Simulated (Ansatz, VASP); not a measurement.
## Two plane-wave programs on ZnO

File POSCAR:

```
ZnO
1.0
    3.2493080000      0.0000000000      0.0000000000
   -1.6246540000      2.8139832727      0.0000000000
    0.0000000000      0.0000000000      5.2057090000
Zn O
2 2
Direct
    0.6666666667      0.3333333333      0.0000000000
    0.3333333333      0.6666666667      0.5000000000
    0.3333333333      0.6666666667      0.8790100000
    0.6666666667      0.3333333333      0.3790100000
```

File INCAR.step1:

```
  PREC = Accurate
  ENCUT = 520
  EDIFF = 1E-5
  ISMEAR = -1
  SIGMA = 0.05
  LREAL = False
  LASPH = True
  NELM = 80
  ALGO = Normal
  ISIF = 2
  LWAVE = True
  GGA = PE
  NBANDS = 26
```

The input INCAR.step2:

```
  PREC = Accurate
  ENCUT = 520
  EDIFF = 1E-7
  ISMEAR = -1
  SIGMA = 0.05
  LREAL = False
  LASPH = True
  NELM = 80
  ALGO = Normal
  ISIF = 2
  LWAVE = False
  LCHARG = True
  GGA = PE
  LHFCALC = True
  AEXX = 1.0
  ALDAC = 0.0
  AGGAC = 0.0
  PRECFOCK = Normal
  LELF = True
  LVHAR = True
  ISTART = 1
  NBANDS = 26
```

The input KPOINTS:

```
regular mesh
0
Gamma
  5 5 3
```

File input.yaml:

```yaml
crystal:
  lattice:
    - [3.249308, 0.0, 0.0]
    - [-1.624654, 2.8139832727, 0.0]
    - [0.0, 0.0, 5.205709]
  atoms:
    - { symbol: Zn, position: [0.6666666667, 0.3333333333, 0.0] }
    - { symbol: Zn, position: [0.3333333333, 0.6666666667, 0.5] }
    - { symbol: O, position: [0.3333333333, 0.6666666667, 0.87901] }
    - { symbol: O, position: [0.6666666667, 0.3333333333, 0.37901] }
hamiltonian:
  xc: hf
  pseudopotentials: { kind: paw }
kpoints:
  mp_grid: { grid: [5, 5, 3] }
  band_path:
    path:
      - [[0.0, 0.0, 0.0], [0.5, 0.0, 0.0], [0.3333333333, 0.3333333333, 0.0], [0.0, 0.0, 0.0], [0.0, 0.0, 0.5], [0.5, 0.0, 0.5], [0.3333333333, 0.3333333333, 0.5], [0.0, 0.0, 0.5]]
      - [[0.5, 0.0, 0.5], [0.5, 0.0, 0.0]]
      - [[0.3333333333, 0.3333333333, 0.0], [0.3333333333, 0.3333333333, 0.5]]
    npoints: 4
scf:
  occupations: { method: fermi_dirac, width: 0.05 }
  n_extra_bands: 10
output:
  forces: true
  stress: true
  eigenvalues: true
  fatbands: false
```

Alike in both runs: functional HF; k mesh 5 × 5 × 3; occupations fermi-dirac, width 0.05 eV; no spin polarisation.

```csv
,VASP,Ansatz
version,VASP 6.6.1,Ansatz 0.2.0
potentials or method,"VASP PAW PBE potentials, release 64 (Zn, O)",Ansatz PAW
plane-wave cutoff (eV),520,420
valence electrons in the cell,36,36
task,single point,band structure
```

VASP gave:

| Property | Result |
| --- | --- |
| gap on the k mesh at the Fermi level (eV) | 11.28 |
| least direct gap on the mesh (eV) | 11.28 |
| pressure (GPa) | 4.8 |
| traceless stress, the component that is largest in VASP (GPa) | 0.61 |
| rms of the force components (eV/Å) | 0.065 |

Problem. Estimate Ansatz's values.

Solution. gap on the k mesh at the Fermi level (eV): 11.31; least direct gap on the mesh (eV): 11.31; pressure (GPa): 3.6; traceless stress, the component that is largest in VASP (GPa): 0.52; rms of the force components (eV/Å): 0.064.

VASP's potentials were made for PBE, not for HF. Atom by atom the forces differ by 0.002 eV/Å (rms over components).

The k mesh is coarse, so the values compare programs but aren't converged.
